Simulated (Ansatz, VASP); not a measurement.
# One calculation of TaAs, two programs

```
Ta As
1.0
    -1.72181    1.72181    5.86794
     1.72181   -1.72181    5.86794
     1.72181    1.72181   -5.86794
Ta As
2 2
Direct
  0.50005 0.00005 0.50000
  0.75005 0.75005 0.00000
  0.08255 0.58255 0.50000
  0.33255 0.33255 0.00000
```

Alike in both runs: functional PBE; k mesh 16 × 16 × 16; occupations gaussian, width 0.05 eV; no spin polarisation.

Ansatz relaxed the structure, and its values are those at the end. VASP's run is a single point on that final structure, the one shown.

|  | VASP | Ansatz |
| --- | --- | --- |
| version | VASP 6.6.1 | Ansatz 0.2.0 |
| potentials or method | VASP PAW PBE potentials, release 64 (Ta_pv, As), cutoff 520 eV | scalar-relativistic, plane waves, PAW |
| valence electrons in the cell | 32 | 56 |

```csv
,VASP,Ansatz,Ansatz less VASP
gap on the k mesh at the Fermi level (eV),none,none,-
pressure (GPa),2.6,2.1,-0.46
```

A gap of «none» marks a metal or a gap that the smearing closes. VASP's potentials hold 32 valence electrons a cell and Ansatz's 56, so a difference there can come from the potentials and not from the codes. Ansatz's warnings: stress scf threshold loose.

Spin-orbit coupling is off throughout.
